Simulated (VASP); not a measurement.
Write the native input for VASP 6.6.1 that does the following.

```yaml
Task: single point
Functional: PBE
Potentials_or_basis: VASP PAW PBE potentials, release 64 (Mg)
Cutoff: 520 eV
k_mesh: 16 × 16 × 8
Occupations: gaussian, width 0.05 eV
Spin: non-collinear spin, zero start, spin-orbit coupling
Starting_moments: "[[0.0, 0.0, 0.0], [0.0, 0.0, 0.0]] μB"
Dipole_correction: no
Further_INCAR_settings: ALGO = Normal; EDIFF = 1e-06; NBANDS = 16
```

The structure of Mg lies in POSCAR:

```
Mg
1.0
    3.2063615620      0.0000000000      0.0000000000
   -1.6031807810      2.7767905664      0.0000000000
    0.0000000000      0.0000000000      5.1622928295
Mg
2
Direct
    0.3333333333      0.6666666667      0.7500000000
    0.6666666667      0.3333333333      0.2500000000
```

The input as run:

INCAR

```
SYSTEM = Mg
PREC = Accurate
ENCUT = 520
EDIFF = 1E-6
ISMEAR = 0
SIGMA = 0.05
LREAL = .False.
LASPH = .True.
NELM = 150
ALGO = Normal
ISIF = 2
LWAVE = .False.
LCHARG = .True.
MAGMOM = 0 0 0 0 0 0
LORBIT = 11
LSORBIT = .True.
GGA_COMPAT = .False.
LORBMOM = .True.
GGA = PE
LVHAR = .True.
NBANDS = 16
```

KPOINTS

```
Automatic mesh
0
Gamma
  16 16 8
  0 0 0
```

Potentials or basis: VASP PAW PBE potentials, release 64 (Mg).

Run with:

```console
$ cat potpaw_PBE.64/Mg/POTCAR > POTCAR
$ mpirun -np 1 vasp_ncl > vasp.out
```

It gave:

The pressure is -0.2 GPa. The net moment is 0.00 μB per cell and the valence electrons inside the program's atomic spheres are Mg 0.35.

Wall time 3.7 min on 1 thread of AMD EPYC 7R13 (shared host), peak memory 0.31 GiB.
